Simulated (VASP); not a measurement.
Write the native input for VASP 6.6.1 that does the following.

```
Task                   : relaxation of cell and atoms
Functional             : LDA
Potentials or basis    : VASP PAW LDA potentials, release 64 (Cu, I)
Cutoff                 : 600 eV
k mesh                 : 13 × 13 × 13
Occupations            : fermi-dirac, width 0.08 eV
Spin                   : no spin polarisation
Target pressure        : -0.65 GPa
Dipole correction      : no
Further INCAR settings : ALGO = Normal; EDIFF = 1e-06; IBRION = 2; EDIFFG = -0.005; NSW = 60; ISIF = 3
```

The structure of CuI (CsCl type) lies in POSCAR:

```
CuI
1.0
    3.4043750572      0.0000000000      0.0000000000
    0.0000000000      3.4043750572      0.0000000000
    0.0000000000      0.0000000000      3.4043750572
Cu I
1 1
Direct
    0.0000000000      0.0000000000      0.0000000000
    0.5000000000      0.5000000000      0.5000000000
```

One way to write it, as run:

INCAR

```
SYSTEM = CuI
  PREC = Accurate
  ENCUT = 600
  EDIFF = 1E-6
  ISMEAR = -1
  SIGMA = 0.08
  LREAL = .FALSE.
  LASPH = .TRUE.
  NELM = 80
  ALGO = Normal
  ISIF = 3
  LWAVE = .FALSE.
  LCHARG = .FALSE.
  GGA = CA
  IBRION = 2
  NSW = 60
  EDIFFG = -0.005
  PSTRESS = -6.5
```

KPOINTS

```
regular mesh
0
G
  13 13 13
  0 0 0
```

Potentials or basis: VASP PAW LDA potentials, release 64 (Cu, I).

Run with:

```bash
$ cat potpaw_LDA.64/Cu/POTCAR potpaw_LDA.64/I/POTCAR > POTCAR
$ mpirun -np 1 vasp_std > vasp.out
```

Results of the run:

The relaxed volume is 21.51 Å³/atom, the relaxed cell is a = 3.504 Å, b = 3.504 Å, c = 3.504 Å, α = 90.00°, β = 90.00°, γ = 90.00° and the space group after relaxing (to 0.1 Å) is Pm-3m (No. 221). The energy change on relaxing (the run minimises the enthalpy) is -21.9 meV/atom and the ionic steps are 13. The pressure after relaxing is -0.7 GPa. The band gap on the k mesh is zero (bands 9 and 10 overlap by 0.59 eV).

Caveat: the cell is relaxed towards a set pressure, so the run minimises the enthalpy, not the energy; spin-orbit coupling is left out, which moves the levels of the heavy elements.

Run time: 3.5 min on 1 thread of Oxide Virtual Turin-like Processor, on a shared host, peak memory 0.16 GiB.
